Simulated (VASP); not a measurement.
Set up this calculation in VASP 6.6.1, as the native input.

```yaml
Task: single point
Functional: PBE
Potentials_or_basis: VASP PAW PBE potentials, release 64 (Be, Zn, Te)
Cutoff: 520 eV
k_mesh: 2 × 2 × 2
Occupations: gaussian, width 0.1 eV
Spin: no spin polarisation
Dipole_correction: no
Further_INCAR_settings: ALGO = Normal; EDIFF = 1e-06; NBANDS = 41
```

The structure of BeZn3Te4 lies in POSCAR:

```
BeZn3Te4
1.0
    6.0637006426      0.0000474254     -0.0006867318
    0.0000487996      6.0644728847      0.0006114110
   -0.0006760161      0.0006175999      6.0638091411
Be Zn Te
1 3 4
Direct
    0.5001044948      0.4999676455      0.4999979881
   -0.0001361891     -0.0000962661      0.5000013581
    0.0001051075      0.5000765042      0.0000762088
    0.4998502633      0.0001348535     -0.0000829605
    0.2620711512      0.2620330836      0.2621944283
    0.2621298500      0.7378666938      0.7378553352
    0.7380232305      0.2620864060      0.7379856755
    0.7378520919      0.7379310794      0.2619719664
```

One way to write it, as run:

INCAR

```
ALGO = Normal ; EDIFF = 1E-6
ENCUT = 520 ; GGA = PE
ISIF = 2 ; ISMEAR = 0
LASPH = T ; LCHARG = T
LELF = T ; LREAL = F
LVHAR = T ; LWAVE = F
NBANDS = 41 ; NELM = 100
PREC = Accurate ; SIGMA = 0.1
```

KPOINTS

```
k-points
0
Gamma
  2 2 2
```

Potentials or basis: VASP PAW PBE potentials, release 64 (Be, Zn, Te).

The run is started by

```sh
$ cat potpaw_PBE.64/Be/POTCAR potpaw_PBE.64/Zn/POTCAR potpaw_PBE.64/Te/POTCAR > POTCAR
$ mpirun -np 1 vasp_std > vasp.out
```

Results of the run:

The pressure is 0.1 GPa and the band gap on the k mesh is 1.56 eV.

Caveat: the k points lie up to 0.52 Å⁻¹ apart; spin-orbit coupling is left out, which moves the levels of the heavy elements.

Wall time 81 s on 1 thread of Intel(R) Xeon(R) Platinum 8488C (Sapphire Rapids), with other jobs on the host, peak memory 0.34 GiB.
